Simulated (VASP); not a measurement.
# Si15GeO32 (a cell with a defect) in VASP: single point with PBE

Aim: the single point of Si15GeO32 (a cell with a defect) with PBE.

Everything below comes from runs of VASP 6.6.1. Logs are shortened: lines on timing, memory, paths and dates and some standing lists are left out, and cuts for length are marked.

### 1 The cell of the first run

The cell holds a defect, 48 atoms: a = 10.103 Å, b = 10.103 Å, c = 10.103 Å, α = 90.72°, β = 119.58°, γ = 119.58°.

### 2 Single point, PBE

INCAR

```
SYSTEM = Si15GeO32
ALGO = Normal
EDIFF = 1E-6
ENCUT = 520
GGA = PE
ISIF = 2
ISMEAR = 0
LASPH = .TRUE.
LCHARG = .FALSE.
LREAL = Auto
LWAVE = .FALSE.
NBANDS = 163
NELM = 100
PREC = Accurate
SIGMA = 0.01
```

KPOINTS

```
Automatic mesh
0
Gamma
  2 2 2
  0.5 0.5 0.5
```

POSCAR

```
Si15GeO32
1.0
    5.0832710557      5.0832710557      7.0988987441
    5.0832710557     -5.0832710557     -7.0988987441
   -5.0832710557      5.0832710557     -7.0988987441
Ge Si O
1 15 32
Direct
    0.7111497009      0.6055748505      0.6055748505
    0.7091630793      0.1045815396      0.1045815396
    0.1987600940      0.0947834670      0.6042508010
    0.1987600940      0.6039766270      0.0945092930
    0.4984717669      0.5310094202      0.2290012454
    0.4998931618      0.0212314269      0.7287141381
   -0.0012880246      0.0183536948      0.2293758389
    0.0030927171      0.5202101465      0.7217962972
    0.4984717669      0.4674623467      0.7694705216
    0.4998931618      0.9786617349      0.2711790237
    0.0030927171      0.9828825706      0.7812964199
   -0.0012880246      0.4803582807      0.2693361365
    0.3016217531      0.6465577938      0.6448274619
    0.3016217531      0.1550639593      0.1567942912
    0.7895561715      0.1447780858      0.6447780858
    0.7892539134      0.6446269567      0.1446269567
    0.8447287530      0.7974336991      0.7471036233
    0.8356894897      0.2919578738      0.2176433850
    0.3251486629      0.2830450104      0.7167001474
    0.3256059726      0.7918367162      0.2067631250
    0.1712572716      0.1328618404      0.2161273705
    0.1808905319      0.6283925327      0.7139060615
    0.6626146349      0.6367055542      0.2032653982
    0.6623592709      0.1357330198      0.7033418048
    0.8447287530      0.5472950538      0.5976251297
    0.8356894897      0.0437316159      0.1180461047
    0.3256059726      0.0337692565      0.6188428476
    0.3251486629      0.5421036525      0.1084485155
    0.4349802589      0.5894725904      0.7481351385
    0.4334266138      0.0973584012      0.2631771228
    0.9226747097      0.0918403707      0.7610799597
    0.9216336859      0.5905903265      0.2601067777
    0.1712572716      0.5383954312      0.4551299010
    0.1808905319      0.0524979992      0.9669844704
    0.6623592709      0.0266262511      0.4590174661
    0.6626146349      0.5259090807      0.9593492367
    0.5702539538      0.4634500608      0.6566980950
    0.5772249806      0.9933316547      0.1604454033
    0.0653562136      0.9844059188      0.6599326868
    0.0660420952      0.4943066555      0.1503979057
    0.4349802589      0.3455076685      0.1868451204
    0.4334266138      0.8360682126      0.6702494910
    0.9216336859      0.8310433594      0.1615269082
    0.9226747097      0.3308343390      0.6615947500
    0.5702539538      0.6068038930      0.4135558587
    0.5772249806      0.0838933259      0.9167795773
    0.0660420952      0.0717354397      0.4156441895
    0.0653562136      0.5809502948      0.9054235268
```

Potentials or basis: VASP PAW PBE potentials, release 64 (Ge_d, Si, O).

On the command line:

```
> cat potpaw_PBE.64/Ge_d/POTCAR potpaw_PBE.64/Si/POTCAR potpaw_PBE.64/O/POTCAR > POTCAR
> mpirun -np 1 vasp_std > vasp.out
```

OUTCAR:

```text
SYSTEM = Si15GeO32
   EDIFF = 1E-6
   ENCUT = 520
   GGA = PE
   ISIF = 2
   ISMEAR = 0
   LASPH = .TRUE.
   LREAL = Auto
   NELM = 100
   PREC = Accurate

 ion  position               nearest neighbor table
   1  0.711  0.606  0.606-  17 1.75  25 1.75  37 1.76  45 1.76
   2  0.709  0.105  0.105-  26 1.62  18 1.62  46 1.62  38 1.62   7 3.13  12 3.13   6 3.14  10 3.14

   3  0.199  0.095  0.604-  27 1.62  47 1.63  19 1.63  39 1.63  11 3.12   9 3.12   7 3.14   6 3.14

   4  0.199  0.604  0.095-  20 1.62  40 1.63  28 1.63  48 1.63   8 3.12   5 3.12  12 3.14  10 3.14

   5  0.498  0.531  0.229-  41 1.62  23 1.63  28 1.63  45 1.63   4 3.12  16 3.14
   6  0.500  0.021  0.729-  46 1.62  42 1.62  27 1.63  24 1.63  15 3.12  13 3.13   2 3.14   3 3.14

   7  0.999  0.018  0.229-  21 1.62  26 1.62  43 1.63  47 1.63  16 3.12   2 3.13   3 3.14  14 3.14

   8  0.003  0.520  0.722-  22 1.62  44 1.62  48 1.63  25 1.63   4 3.12  15 3.14  13 3.14
   9  0.498  0.467  0.769-  29 1.62  36 1.63  19 1.63  37 1.63   3 3.12  16 3.14
  10  0.500  0.979  0.271-  38 1.62  30 1.62  20 1.63  35 1.63  15 3.12  14 3.13   2 3.14   4 3.14

  11  0.003  0.983  0.781-  34 1.62  31 1.62  39 1.63  17 1.63   3 3.12  15 3.14  14 3.14
  12  0.999  0.480  0.269-  33 1.62  18 1.62  32 1.63  40 1.63  16 3.12   2 3.13   4 3.14  13 3.14

  13  0.302  0.647  0.645-  29 1.62  22 1.62  33 1.62  42 1.62   6 3.13   8 3.14  12 3.14
  14  0.302  0.155  0.157-  41 1.62  34 1.62  21 1.62  30 1.62  10 3.13  11 3.14   7 3.14
  15  0.790  0.145  0.645-  44 1.63  31 1.63  24 1.63  35 1.63   6 3.12  10 3.12   8 3.14  11 3.14
[... 33 lines left out ...]
  47  0.066  0.072  0.416-   3 1.63   7 1.63
  48  0.065  0.581  0.905-   8 1.63   4 1.63

  LATTYP: Found a body centered tetragonal cell.
 ALAT       =    10.1665421114
 C/A-ratio  =     1.3965217802

  Lattice vectors:

 A1 = (  -5.0832710557,   5.0832710557,   7.0988987441)
 A2 = (   5.0832710557,  -5.0832710557,   7.0988987441)
 A3 = (   5.0832710557,   5.0832710557,  -7.0988987441)

Analysis of symmetry for initial positions (statically):
=====================================================================
 Subroutine PRICEL returns:
 Original cell was already a primitive cell.

 Routine SETGRP: Setting up the symmetry group for a
 body centered tetragonal supercell.

 Subroutine GETGRP returns: Found  2 space group operations
 (whereof  1 operations were pure point group operations)
 out of a pool of 16 trial point group operations.

[... 189 lines left out ...]
   NSW    =      0    number of steps for IOM
   IBRION =     -1    ionic relax: 0-MD 1-quasi-New 2-CG
   NFREE  =      0    steps in history (QN), initial steepest desc. (CG)
   ISIF   =      2    stress and relaxation
   ISYM   =      2    0-nonsym 1-usesym 2-fastsym
   POTIM  = 0.5000    time-step for ionic-motion
   TEBEG  =    0.0;   TEEND  =   0.0 temperature during run
   PSTRESS=    0.0 pullay stress
   NELECT =     266.0000    total number of electrons
   NUPDOWN=      -1.0000    fix difference up-down
   EMIN   =  10.00;   EMAX   =-10.00  energy-range for DOS
   EFERMI =   0.00;   METHOD = LEGACY
   ISMEAR =     0;   SIGMA  =   0.01  broadening in eV -4-tet -1-fermi 0-gaus
   EFERMI_NEDOS =   21; number of points for ismear=-14 and -15
   IALGO  =     38    algorithm
   IMIX   =      4    mixing-type and parameters
     AMIX     =   0.40;   BMIX     =  1.00
     AMIX_MAG =   1.60;   BMIX_MAG =  1.00
  volume/ion in A,a.u.               =      15.29       103.16
  Fermi-wavevector in a.u.,A,eV,Ry     =   1.167319  2.205913 18.539755  1.362634
  Thomas-Fermi vector in A             =   2.303821
   LORBIT       =      0    0 simple, 1 ext, 2 COOP (PROOUT), +10 PAW based schemes
   GGA     = PE    functional components
   LHFCALC =     F    Hartree Fock is set to
   AEXX    =    0.0000 exact exchange contribution
   IVDW    =     0    specifies the selected vdW correction
   LEPSILON=     F    determine dielectric tensor
   LRPA    =     F    only Hartree local field effects (RPA)
 non-spin polarized calculation
 Gauss-broadening in eV      SIGMA  =   0.01
  energy-cutoff  :      520.00
  volume of cell :      733.73
 maximum number of plane-waves:     19757
 NGX is ok and might be reduce to    80
   NGX = 37   NGY = 37   NGZ = 37

 number of electron     266.0000010 magnetization

 Free energy of the ion-electron system (eV)
  ---------------------------------------------------
  ext. energy  EPLUGINS =         0.00000000
  ---------------------------------------------------
  free energy    TOTEN  =      -375.21531154 eV

  energy without entropy =     -375.21531154  energy(sigma->0) =     -375.21531154

 E-fermi :  -0.2960     XC(G=0):  -8.1585

 val. band max:       -0.4055509801   @ k =  -0.2500   0.2500   0.2500
 cond. band min:       5.0628666104   @ k =  -0.2500   0.2500   0.2500
 fundamental gap:      5.4684175905
 Fermi energy:        -0.2959978321

 k-point     1 :       0.2500    0.2500    0.2500
  band No.  band energies     occupation
      1     -23.7375      2.00000
      2     -23.7271      2.00000
      3     -23.7256      2.00000
      4     -23.4654      2.00000
      5     -23.4584      2.00000
      6     -19.3073      2.00000
[... 433 lines left out ...]
    144       8.4603      0.00000
    145       8.5498      0.00000
 [bands above 145 left out]

------------------------ aborting loop because EDIFF is reached ----------------------------------------

  FORCE on cell =-STRESS in cart. coord.  units (eV):
  Direction    XX          YY          ZZ          XY          YZ          ZX
  --------------------------------------------------------------------------------------
  -------------------------------------------------------------------------------------
  Total        0.4610874      0.4610874      0.1443250      0.0311011      0.2922168     -0.2922134
  in kB        1.0068303      1.0068303      0.3151481      0.0679124      0.6380846     -0.6380772
  external PRESSURE =       0.7762696 kB  Pullay stress =       0.0000000 kB

 VOLUME and BASIS-vectors are now :
 -----------------------------------------------------------------------------
  energy-cutoff  :      520.00
  volume of cell :      733.73
      direct lattice vectors                 reciprocal lattice vectors
     5.083271056  5.083271056  7.098898744     0.098361861  0.098361861  0.000000000
     5.083271056 -5.083271056 -7.098898744     0.098361861  0.000000000 -0.070433460
    -5.083271056  5.083271056 -7.098898744     0.000000000  0.098361861 -0.070433460

 POSITION                                       TOTAL-FORCE (eV/Angst)
 -----------------------------------------------------------------------------------
      3.61497      3.61497     -3.54945        -0.013793     -0.013793     -0.000000
      3.60487      3.60487      3.54945        -0.014413     -0.014413     -0.000000
     -1.57941      3.60011     -3.55140        -0.018461     -0.018577      0.004650
      3.60011     -1.57941     -3.54750        -0.018577     -0.018461     -0.004650
      4.06906      0.99868     -1.85664         0.015285     -0.023826      0.020254
     -1.05523      6.13742     -1.77510         0.011280     -0.018814     -0.000009
[... 40 lines left out ...]
     -1.41247      2.08389     -2.99103         0.003336      0.002179      0.005559
     -1.31716      1.98161    -10.08766        -0.000346      0.001515      0.003670
 -----------------------------------------------------------------------------------
    total drift:                                0.014301      0.014290     -0.000027

  FREE ENERGIE OF THE ION-ELECTRON SYSTEM (eV)
  ---------------------------------------------------
  free  energy   TOTEN  =      -375.2153115450 eV

  energy  without entropy=     -375.2153115450  energy(sigma->0) =     -375.21531154
```

Wall time 10 min (1 thread of Intel Xeon Platinum 8559C (Emerald Rapids), shared host); peak memory 1.1 GiB.

What came out:

```yaml
Free_energy: -375.2153 eV
Pressure: 0.1 GPa
Largest_force: 0.096 eV/Å
Band_gap_on_the_k_mesh: 5.47 eV
```

Forces in eV/Å, atoms in the order of the input:
```
Ge  -0.014 -0.014  0.000
Si  -0.014 -0.014  0.000
Si  -0.018 -0.019  0.005
Si  -0.019 -0.018 -0.005
Si   0.015 -0.024  0.020
Si   0.011 -0.019  0.000
Si   0.015 -0.015 -0.003
Si   0.023  0.002  0.009
Si  -0.024  0.015 -0.020
Si  -0.019  0.011  0.000
Si   0.002  0.023 -0.009
Si  -0.015  0.015  0.003
Si   0.018  0.019  0.006
Si   0.019  0.018 -0.006
Si   0.016  0.016  0.000
Si   0.015  0.015  0.000
O   -0.050 -0.017  0.056
O    0.002 -0.003  0.006
O    0.005  0.000  0.004
O    0.005  0.001  0.006
O    0.000  0.000  0.012
O   -0.005  0.002  0.002
O   -0.002 -0.002  0.002
O    0.000 -0.001  0.006
O   -0.017 -0.050 -0.056
O   -0.003  0.002 -0.006
O    0.001  0.005 -0.006
O    0.000  0.005 -0.004
O   -0.005 -0.003  0.013
O   -0.003 -0.004  0.008
O    0.000 -0.004  0.008
O   -0.001 -0.002  0.005
O    0.000  0.000 -0.012
O    0.002 -0.005 -0.002
O   -0.001  0.000 -0.006
O   -0.002 -0.002 -0.002
O    0.086 -0.024  0.035
O    0.004  0.001 -0.005
O    0.002  0.000 -0.004
O    0.002  0.003 -0.006
O   -0.003 -0.005 -0.013
O   -0.004 -0.003 -0.008
O   -0.002 -0.001 -0.005
O   -0.004  0.000 -0.008
O   -0.024  0.086 -0.035
O    0.001  0.004  0.005
O    0.003  0.002  0.006
O    0.000  0.002  0.004
```
